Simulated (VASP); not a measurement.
Ir:

```
Ir
1.0
     1.52766   -4.84605    0.00000
     1.52766    4.84605    0.00000
     0.00000    0.00000    4.04299
Ir
4
Direct
  0.09800 0.90200 0.91000
  0.59800 0.40200 0.59000
  0.90200 0.09800 0.09000
  0.40200 0.59800 0.41000
```

* Program: VASP 6.6.1
* Task: relaxation of cell and atoms
* Functional: PBEsol
* Potentials or basis: VASP PAW PBE potentials, release 64 (Ir)
* Cutoff: 600 eV
* k mesh: 6 × 6 × 4
* Occupations: gaussian, width 0.1 eV
* Spin: no spin polarisation

At the start: pressure 178.3 GPa; volume 14.97 Å³/atom.

Question: Where does the relaxation end?

Answer: Over 31 steps the energy falls by 4800.7 meV/atom and the volume is 14.90 Å³/atom (-0.4 %); space group Fmmm (No. 69, to 0.05 Å).

The path:
```csv
step,energy change (eV),largest force (eV/Å),pressure (GPa),volume (Å³)
1,0.0000,21.1549,178.29,59.86
2,13.3895,1.4482,-11.90,345.76
3,9.0060,1.9239,-10.10,262.32
4,7.3108,2.0806,-12.14,227.43
5,-3.2319,1.0609,-33.42,125.90
6,-12.1446,0.5442,-44.42,88.91
7,-16.1100,0.3030,-30.88,73.45
8,-16.7757,2.3676,-7.03,66.43
9,-16.7808,2.1263,-9.79,67.01
10,-16.7808,2.1863,-9.11,66.86
11,-17.6946,1.9475,8.05,60.35
12,-17.7324,1.7684,16.20,58.72
13,-18.0542,0.1571,10.98,58.96
14,-18.0711,0.5550,10.56,59.02
15,-18.2442,0.4596,-2.03,60.96
16,-18.2841,0.4007,-12.28,62.89
17,-18.3964,0.4006,-14.09,63.09
18,-18.6898,0.3276,-18.18,63.55
19,-18.8288,0.2466,-19.46,64.10
20,-18.8740,0.2114,-20.19,63.88
21,-19.1562,0.2180,-7.34,61.02
22,-19.1713,0.2500,-3.28,60.30
23,-19.1713,0.2541,-2.86,60.22
24,-19.1898,0.2131,-1.73,59.96
25,-19.1994,0.1706,-0.08,59.62
26,-19.1994,0.1685,0.01,59.59
27,-19.2006,0.1335,0.05,59.58
28,-19.2022,0.0636,0.16,59.56
29,-19.2013,0.1150,0.44,59.50
30,-19.2025,0.0418,0.27,59.54
31,-19.2027,0.0251,-0.19,59.62
```

Final structure:
```cif
data_structure
_symmetry_space_group_name_H-M 'P 1'
_symmetry_Int_Tables_number 1
_cell_length_a 5.0575
_cell_length_b 5.0575
_cell_length_c 4.5730
_cell_angle_alpha 90.000
_cell_angle_beta 90.000
_cell_angle_gamma 149.357
_cell_volume 59.62
loop_
_atom_site_label
_atom_site_type_symbol
_atom_site_fract_x
_atom_site_fract_y
_atom_site_fract_z
_atom_site_occupancy
Ir1 Ir 0.12815 0.87185 0.99987 1
Ir2 Ir 0.62815 0.37185 0.50013 1
Ir3 Ir 0.87185 0.12815 0.00013 1
Ir4 Ir 0.37185 0.62815 0.49987 1
```

Caveat: the k points lie up to 0.41 Å⁻¹ apart in the final cell; the PAW data sets were made with another functional, which shifts forces and pressure a little.
